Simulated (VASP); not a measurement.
# Ni3Br2 (P-3m1) in VASP: notebook

Runs on Ni3Br2. Level: PBE. Tasks: single point.

Program: VASP 6.6.1. These are calculated values, not measurements. Logs are shortened: lines on timing, memory, paths and dates and some standing lists are left out, and cuts for length are marked.

## (1) The cell of the first run

The structure is trigonal, space group P-3m1 (No. 164). The conventional cell has a = 4.004 Å, b = 4.004 Å, c = 6.230 Å, α = 90.00°, β = 90.00°, γ = 120.00°. Ni (site symmetry -3m) has 6 Br at 2.77 Å and 6 Ni at 3.20 Å within 3.7 Å. Ni (site symmetry 3m) has 4 Br at 2.41 to 2.49 Å and 6 Ni at 2.93 to 3.20 Å within 3.2 Å. Within 3.2 Å of Br (site symmetry 3m) lie 7 Ni at 2.41 to 2.77 Å.

## (2) Single point, PBE, collinear spin, ferromagnetic start

The input, INCAR:

```
SYSTEM = Ni3Br2
PREC = Accurate
ENCUT = 520
EDIFF = 1E-6
ISMEAR = 0
SIGMA = 0.1
LREAL = .FALSE.
LASPH = .TRUE.
NELM = 150
ALGO = Normal
ISIF = 2
LWAVE = .FALSE.
LCHARG = .FALSE.
ISPIN = 2
MAGMOM = 2 2 2 0 0
LORBIT = 11
LMAXMIX = 4
GGA = PE
NBANDS = 34
```

The input, KPOINTS:

```
Automatic mesh
0
G
  6 6 4
  0 0 0
```

The input, POSCAR:

```
Ni3Br2
1.0
    4.0044456704      0.0000000000      0.0000000000
   -2.0022228352      3.4679516786      0.0000000000
    0.0000000000      0.0000000000      6.2302669948
Ni Br
3 2
Direct
    0.0000000000      0.0000000000      0.0000000000
    0.3333333333      0.6666666667      0.6450000000
    0.6666666667      0.3333333333      0.3550000000
    0.3333333333      0.6666666667      0.2450000000
    0.6666666667      0.3333333333      0.7550000000
```

Potentials or basis: VASP PAW PBE potentials, release 64 (Ni, Br).

Command:

```
$ cat potpaw_PBE.64/Ni/POTCAR potpaw_PBE.64/Br/POTCAR > POTCAR
$ mpirun -np 1 vasp_std > vasp.out
```

OUTCAR:

```text
SYSTEM = Ni3Br2
   PREC = Accurate
   ENCUT = 520
   EDIFF = 1E-6
   ISMEAR = 0
   LREAL = .FALSE.
   LASPH = .TRUE.
   NELM = 150
   ISIF = 2
   ISPIN = 2
   LORBIT = 11
   GGA = PE

 ion  position               nearest neighbor table
   1  0.000  0.000  0.000-   4 2.77   5 2.77   4 2.77   5 2.77   5 2.77   4 2.77
   2  0.333  0.667  0.645-   5 2.41   5 2.41   5 2.41   4 2.49   3 2.93   3 2.93   3 2.93
   3  0.667  0.333  0.355-   4 2.41   4 2.41   4 2.41   5 2.49   2 2.93   2 2.93   2 2.93
   4  0.333  0.667  0.245-   3 2.41   3 2.41   3 2.41   2 2.49   1 2.77   1 2.77   1 2.77
   5  0.667  0.333  0.755-   2 2.41   2 2.41   2 2.41   3 2.49   1 2.77   1 2.77   1 2.77

  LATTYP: Found a hexagonal cell.
 ALAT       =     4.0044456704
 C/A-ratio  =     1.5558375634

  Lattice vectors:

 A1 = (   4.0044456704,   0.0000000000,   0.0000000000)
 A2 = (  -2.0022228352,   3.4679516786,   0.0000000000)
 A3 = (   0.0000000000,   0.0000000000,   6.2302669948)

Analysis of symmetry for initial positions (statically):
=====================================================================
 Subroutine PRICEL returns:
 Original cell was already a primitive cell.

 Routine SETGRP: Setting up the symmetry group for a
 hexagonal supercell.

 Subroutine GETGRP returns: Found 12 space group operations
 (whereof 12 operations were pure point group operations)
 out of a pool of 24 trial point group operations.

The static configuration has the point symmetry D_3d.

Analysis of symmetry for dynamics (positions and initial velocities):
=====================================================================
 Subroutine PRICEL returns:
 Original cell was already a primitive cell.

 Routine SETGRP: Setting up the symmetry group for a
 hexagonal supercell.

 Subroutine GETGRP returns: Found 12 space group operations
 (whereof 12 operations were pure point group operations)
 out of a pool of 24 trial point group operations.

The dynamic configuration has the point symmetry D_3d.

Analysis of structural, dynamic, and magnetic symmetry:
=====================================================================
 Subroutine PRICEL returns:
 Original cell was already a primitive cell.

 Routine SETGRP: Setting up the symmetry group for a
 hexagonal supercell.

 Subroutine GETGRP returns: Found 12 space group operations
 (whereof 12 operations were pure point group operations)
 out of a pool of 24 trial point group operations.

The overall configuration has the point symmetry D_3d.

 Subroutine INISYM returns: Found 12 space group operations
 (whereof 12 operations are pure point group operations),
 and found     1 'primitive' translations

----------------------------------------------------------------------------------------

                                     Primitive cell

  volume of cell :      86.5211

  direct lattice vectors                    reciprocal lattice vectors
     4.004445670  0.000000000  0.000000000     0.249722454  0.144177326  0.000000000
    -2.002222835  3.467951679  0.000000000     0.000000000  0.288354652  0.000000000
     0.000000000  0.000000000  6.230266995     0.000000000  0.000000000  0.160506765

  length of vectors
     4.004445670  4.004445670  6.230266995     0.288354652  0.288354652  0.160506765

  position of ions in fractional coordinates (direct lattice)
     0.000000000  0.000000000  0.000000000
     0.333333333  0.666666667  0.645000000
     0.666666667  0.333333333  0.355000000
     0.333333333  0.666666667  0.245000000
     0.666666667  0.333333333  0.755000000

  ion indices of the primitive-cell ions
   primitive index   ion index
                 1           1
                 2           2
                 3           3
                 4           4
                 5           5

----------------------------------------------------------------------------------------

 KPOINTS: Automatic mesh

Automatic generation of k-mesh.
 Grid dimensions read from file:
 generate k-points for:    6    6    4

 Generating k-lattice:

  Cartesian coordinates                     Fractional coordinates (reciprocal lattice)
     0.041620409  0.024029554  0.000000000     0.166666667  0.000000000  0.000000000
     0.000000000  0.048059109  0.000000000     0.000000000  0.166666667  0.000000000
     0.000000000  0.000000000  0.040126691     0.000000000  0.000000000  0.250000000

  Length of vectors
     0.048059109  0.048059109  0.040126691

  Shift w.r.t. Gamma in fractional coordinates (k-lattice)
     0.000000000  0.000000000  0.000000000

 Subroutine IBZKPT returns following result:
 ===========================================

 Found     24 irreducible k-points:

 Following reciprocal coordinates:
            Coordinates               Weight
  0.000000  0.000000  0.000000      1.000000
  0.166667  0.000000  0.000000      6.000000
  0.333333  0.000000  0.000000      6.000000
  0.500000  0.000000  0.000000      3.000000
  0.166667  0.166667  0.000000      6.000000
  0.333333  0.166667  0.000000     12.000000
[... 16 lines left out ...]
  0.333333  0.166667  0.500000     12.000000
  0.333333  0.333333  0.500000      2.000000
   k-points           NKPTS =     24   k-points in BZ     NKDIM =     24   number of bands    NBANDS=     34
   number of dos      NEDOS =    301   number of ions     NIONS =      5
   total plane-waves  NPLWV =  43200
   dimension x,y,z NGX =    30 NGY =   30 NGZ =   48
   dimension x,y,z NGXF=    60 NGYF=   60 NGZF=   96
   ions per type =               3   2
   NGX,Y,Z   is equivalent  to a cutoff of  12.45, 12.45, 12.81 a.u.
   NGXF,Y,Z  is equivalent  to a cutoff of  24.91, 24.91, 25.62 a.u.
 SYSTEM =  Ni3Br2
   PREC   = accura    normal or accurate (medium, high low for compatibility)
   ISTART =      0    job   : 0-new  1-cont  2-samecut
   ICHARG =      2    charge: 1-file 2-atom 10-const
   ISPIN  =      2    spin polarized calculation?
   LNONCOLLINEAR =      F non collinear calculations
   LSORBIT =      F    spin-orbit coupling
   LASPH  =      T    aspherical Exc in radial PAW
   ENCUT  =  520.0 eV  38.22 Ry    6.18 a.u.   7.45  7.45 11.58*2*pi/ulx,y,z
   NELM   =    150;   NELMIN=  2; NELMDL= -5     # of ELM steps
   EDIFF  = 0.1E-05   stopping-criterion for ELM
   LREAL  =      F    real-space projection
   EDIFFG = 0.1E-04   stopping-criterion for IOM
   NSW    =      0    number of steps for IOM
   IBRION =     -1    ionic relax: 0-MD 1-quasi-New 2-CG
   NFREE  =      0    steps in history (QN), initial steepest desc. (CG)
   ISIF   =      2    stress and relaxation
   ISYM   =      2    0-nonsym 1-usesym 2-fastsym
   POTIM  = 0.5000    time-step for ionic-motion
   TEBEG  =    0.0;   TEEND  =   0.0 temperature during run
   PSTRESS=    0.0 pullay stress
   NELECT =      44.0000    total number of electrons
   NUPDOWN=      -1.0000    fix difference up-down
   EMIN   =  10.00;   EMAX   =-10.00  energy-range for DOS
   EFERMI =   0.00;   METHOD = LEGACY
   ISMEAR =     0;   SIGMA  =   0.10  broadening in eV -4-tet -1-fermi 0-gaus
   EFERMI_NEDOS =   21; number of points for ismear=-14 and -15
   IALGO  =     38    algorithm
   IMIX   =      4    mixing-type and parameters
     AMIX     =   0.40;   BMIX     =  1.00
     AMIX_MAG =   1.60;   BMIX_MAG =  1.00
  volume/ion in A,a.u.               =      17.30       116.77
  Fermi-wavevector in a.u.,A,eV,Ry     =   1.306727  2.469357 23.232447  1.707537
  Thomas-Fermi vector in A             =   2.437510
   LORBIT       =     11    0 simple, 1 ext, 2 COOP (PROOUT), +10 PAW based schemes
   GGA     = PE    functional components
   LHFCALC =     F    Hartree Fock is set to
   AEXX    =    0.0000 exact exchange contribution
   IVDW    =     0    specifies the selected vdW correction
   LEPSILON=     F    determine dielectric tensor
   LRPA    =     F    only Hartree local field effects (RPA)
 spin polarized calculation
 Gauss-broadening in eV      SIGMA  =   0.10
  energy-cutoff  :      520.00
  volume of cell :       86.52
 maximum number of plane-waves:      2376
 NGX is ok and might be reduce to    30
   NGX = 15   NGY = 15   NGZ = 23

 number of electron      43.9999987 magnetization       1.9233337

 Free energy of the ion-electron system (eV)
  ---------------------------------------------------
  ext. energy  EPLUGINS =         0.00000000
  ---------------------------------------------------
  free energy    TOTEN  =       -16.82156339 eV

  energy without entropy =      -16.79078383  energy(sigma->0) =      -16.80617361

 E-fermi :   6.5017     XC(G=0): -10.7542

 val. band max:        6.4964399544   @ k =   0.1667   0.1667   0.5000
 cond. band min:       6.5097140201   @ k =   0.0000   0.0000   0.2500
 fundamental gap:      0.0132740657
 Fermi energy:         6.5017452998

 spin component 1

 k-point     1 :       0.0000    0.0000    0.0000
  band No.  band energies     occupation
      1     -11.5484      1.00000
      2     -10.9638      1.00000
      3      -1.3027      1.00000
      4       0.5692      1.00000
      5       0.5692      1.00000
      6       0.8900      1.00000
[... 26 lines left out ...]
     33      15.3307      0.00000
     34      15.3384      0.00000

 k-point     2 :       0.1667    0.0000    0.0000
  band No.  band energies     occupation
      1     -11.4435      1.00000
      2     -10.9259      1.00000
      3      -1.0839      1.00000
      4       0.1262      1.00000
      5       0.3086      1.00000
      6       0.5438      1.00000
[... 26 lines left out ...]
     33      14.4330      0.00000
     34      16.1799      0.00000
[... 775 lines left out ...]
     33      15.8754      0.00000
     34      17.1914      0.00000

 k-point    24 :       0.3333    0.3333    0.5000
  band No.  band energies     occupation
      1     -10.9123      1.00000
      2     -10.9123      1.00000
      3      -0.9570      1.00000
      4      -0.9570      1.00000
      5      -0.5312      1.00000
      6      -0.0912      1.00000
[... 26 lines left out ...]
     33      14.8194      0.00000
     34      16.9439      0.00000
 Fermi energy:         6.5017452998

 spin component 2

 k-point     1 :       0.0000    0.0000    0.0000
  band No.  band energies     occupation
      1     -11.4705      1.00000
      2     -10.8773      1.00000
      3      -1.2522      1.00000
      4       0.7017      1.00000
      5       0.7017      1.00000
      6       1.0356      1.00000
[... 26 lines left out ...]
     33      15.4098      0.00000
     34      15.4666      0.00000

 k-point     2 :       0.1667    0.0000    0.0000
  band No.  band energies     occupation
      1     -11.3641      1.00000
      2     -10.8386      1.00000
      3      -1.0313      1.00000
      4       0.2162      1.00000
      5       0.4248      1.00000
      6       0.6597      1.00000
[... 26 lines left out ...]
     33      14.5154      0.00000
     34      16.2558      0.00000
[... 775 lines left out ...]
     33      15.9279      0.00000
     34      17.2544      0.00000

 k-point    24 :       0.3333    0.3333    0.5000
  band No.  band energies     occupation
      1     -10.8248      1.00000
      2     -10.8248      1.00000
      3      -0.9009      1.00000
      4      -0.9009      1.00000
      5      -0.4659      1.00000
      6      -0.0464      1.00000
[... 26 lines left out ...]
     33      14.8893      0.00000
     34      17.0053      0.00000

------------------------ aborting loop because EDIFF is reached ----------------------------------------

  FORCE on cell =-STRESS in cart. coord.  units (eV):
  Direction    XX          YY          ZZ          XY          YZ          ZX
  --------------------------------------------------------------------------------------
  -------------------------------------------------------------------------------------
  Total       -0.1769734     -0.1769734     -1.6225685      0.0000000      0.0000000      0.0000000
  in kB       -3.2771514     -3.2771514    -30.0463367      0.0000000      0.0000000      0.0000000
  external PRESSURE =     -12.2002131 kB  Pullay stress =       0.0000000 kB

 VOLUME and BASIS-vectors are now :
 -----------------------------------------------------------------------------
  energy-cutoff  :      520.00
  volume of cell :       86.52
      direct lattice vectors                 reciprocal lattice vectors
     4.004445670  0.000000000  0.000000000     0.249722454  0.144177326  0.000000000
    -2.002222835  3.467951679  0.000000000     0.000000000  0.288354652  0.000000000
     0.000000000  0.000000000  6.230266995     0.000000000  0.000000000  0.160506765

 POSITION                                       TOTAL-FORCE (eV/Angst)
 -----------------------------------------------------------------------------------
      0.00000      0.00000      0.00000         0.000000      0.000000      0.000000
     -0.00000      2.31197      4.01852         0.000000     -0.000000     -0.129845
      2.00222      1.15598      2.21174        -0.000000      0.000000      0.129845
     -0.00000      2.31197      1.52642        -0.000000     -0.000000     -0.464716
      2.00222      1.15598      4.70385         0.000000      0.000000      0.464716
 -----------------------------------------------------------------------------------
    total drift:                                0.000000      0.000000     -0.000000

  FREE ENERGIE OF THE ION-ELECTRON SYSTEM (eV)
  ---------------------------------------------------
  free  energy   TOTEN  =       -16.8215633932 eV

  energy  without entropy=      -16.7907838307  energy(sigma->0) =      -16.80617361

 total charge

# of ion       s       p       d       tot
------------------------------------------
    1        0.259   0.162   8.525   8.946
    2        0.317   0.312   8.559   9.189
    3        0.317   0.312   8.559   9.189
    4        1.617   3.111   0.119   4.847
    5        1.617   3.111   0.119   4.847
--------------------------------------------------
tot          4.127   7.009  25.882  37.018

 magnetization (x)

# of ion       s       p       d       tot
------------------------------------------
    1       -0.012   0.000   0.699   0.688
    2       -0.003   0.005   0.553   0.555
    3       -0.003   0.005   0.553   0.555
    4        0.003   0.088  -0.007   0.085
    5        0.003   0.088  -0.007   0.085
--------------------------------------------------
tot         -0.011   0.187   1.791   1.967
```

Wall time 2.5 min (1 thread of AMD EPYC 7R43 (Zen 3), shared host); peak memory 0.24 GiB.

What came out:

```yaml
Free_energy: -16.8216 eV
Pressure: -1.2 GPa
Largest_force: 0.465 eV/Å
Net_moment: 1.92 μB per cell
Site_moments: Ni +0.69, +0.56 (each value once); Br +0.09 μB
Valence_electrons_inside_the_program's_atomic_spheres: Ni 8.95, 9.19 (each value once); Br 4.85
```

Forces on the atoms (eV/Å):
```
Ni   0.000  0.000  0.000
Ni   0.000  0.000 -0.130
Ni   0.000  0.000  0.130
Br   0.000  0.000 -0.465
Br   0.000  0.000  0.465
```

Levels at points of the mesh, in eV from the Fermi level:
Spin up:
| k point | band 19 | band 20 | band 21 | band 22 | band 23 | band 24 | band 25 | band 26 | band 27 | band 28 |
| --- | --- | --- | --- | --- | --- | --- | --- | --- | --- | --- |
| (0.00, 0.00, 0.00) | -0.94 | -0.54 | -0.34 | -0.34 | -0.04 | -0.04 | 0.86 | 4.65 | 4.65 | 5.34 |
| (0.50, 0.00, 0.00) | -1.03 | -1.00 | -0.77 | -0.47 | -0.20 | 1.57 | 1.92 | 3.63 | 5.07 | 5.34 |
| (0.00, 0.00, 0.50) | -0.66 | -0.29 | -0.29 | 0.08 | 0.08 | 0.69 | 0.93 | 3.91 | 3.91 | 4.13 |
| (0.50, 0.00, 0.50) | -0.94 | -0.71 | -0.68 | -0.68 | -0.57 | 0.86 | 2.01 | 3.65 | 4.60 | 5.79 |
Spin down:
```tsv
k point	band 19	band 20	band 21	band 22	band 23	band 24
(0.00, 0.00, 0.00)	-0.48	-0.06	0.16	0.16	0.56	0.56
(0.50, 0.00, 0.00)	-0.55	-0.26	-0.25	0.13	0.49	1.78
(0.00, 0.00, 0.50)	-0.11	0.25	0.25	0.72	0.73	0.73
(0.50, 0.00, 0.50)	-0.25	-0.13	-0.10	-0.03	0.04	1.13
```

(Continued in part 2 of 2.)
